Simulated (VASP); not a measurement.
A run of VASP 6.6.1 is set up as follows.

The input INCAR:

```
SYSTEM = Rh
ALGO = Normal
EDIFF = 1E-7
ENCUT = 520
GGA = PS
GGA_COMPAT = .False.
ISIF = 2
ISMEAR = 0
LASPH = .True.
LCHARG = .False.
LMAXMIX = 4
LORBIT = 11
LORBMOM = .True.
LREAL = .False.
LSORBIT = .True.
LWAVE = .False.
MAGMOM = 0 0 0 0 0 0
NBANDS = 42
NELM = 150
PREC = Accurate
SIGMA = 0.17
```

File KPOINTS:

```
k-points
0
Gamma
  3 3 2
  0 0 0
```

File POSCAR:

```
Rh
1.0
    2.7309790422      0.0000000000      0.0000000000
   -1.3654895211      2.3650972278      0.0000000000
    0.0000000000      0.0000000000      4.4284890000
Rh
2
Direct
    0.6666666667      0.3333333333      0.7500000000
    0.3333333333      0.6666666667      0.2500000000
```

Potentials or basis: VASP PAW PBE potentials, release 64 (Rh_pv).

Command:

```sh
$ cat potpaw_PBE.64/Rh_pv/POTCAR > POTCAR
$ mpirun -np 1 vasp_ncl > vasp.out
```

**Question.** What does it give for the net moment?

**Answer.** 0.00 μB per cell.

**Question.** Estimate the pressure.

**Answer.** -3.5 GPa.

Stress tensor (GPa, compression positive):
```
 11.85   0.00   0.00
  0.00  11.85   0.00
  0.00   0.00 -34.14
```

Caveat: the k points lie up to 0.89 Å⁻¹ apart; the PAW data sets were made with another functional, which shifts forces and pressure a little.
